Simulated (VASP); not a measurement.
Input of a VASP 6.6.1 run:

INCAR

```
SYSTEM = Fe
PREC     = Accurate       ! precision mode
ENCUT    = 520            ! plane-wave cutoff, eV
EDIFF    = 1E-6           ! SCF threshold, eV
ISMEAR   = -1             ! smearing method
SIGMA    = 0.1            ! smearing width, eV
LREAL    = .FALSE.        ! projectors in reciprocal space
LASPH    = .TRUE.         ! aspherical terms in the spheres
NELM     = 60             ! most SCF steps
ALGO     = Normal         ! electronic algorithm
ISIF     = 2              ! what is computed and relaxed
LWAVE    = .FALSE.        ! write WAVECAR
LCHARG   = .FALSE.        ! write CHGCAR
GGA      = B5             ! functional
ALDAX    = 1.0          
AGGAX    = 1.0          
AGGAC    = 1.0          
ALDAC    = 0.0          
NBANDS   = 10             ! bands
```

The input KPOINTS:

```
regular mesh
0
G
  15 15 15
  0 0 0
```

The input POSCAR:

```
Fe
1.0
    2.2387572704      0.0000000000      0.0000000000
    0.0000000000      2.2387572704      0.0000000000
    0.0000000000      0.0000000000      2.2387572704
Fe
1
Direct
    0.0000000000      0.0000000000      0.0000000000
```

Potentials or basis: VASP PAW PBE potentials, release 64 (Fe).

Run with:

```console
$ cat potpaw_PBE.64/Fe/POTCAR > POTCAR
$ mpirun -np 1 vasp_std > vasp.out
```

Question: Predict the pressure.

Answer: 17.7 GPa.

Question: Predict the band gap on the k mesh.

Answer: Zero (band 4 reaches 8.84 eV, above the bottom of band 5 at 5.98 eV).

Caveat: the PAW data sets were made with another functional, which shifts forces and pressure a little; the run has no spin polarisation, though such a crystal can be magnetic. Spin polarisation is off, so any magnetic state and its effect on volume and gap are missing.
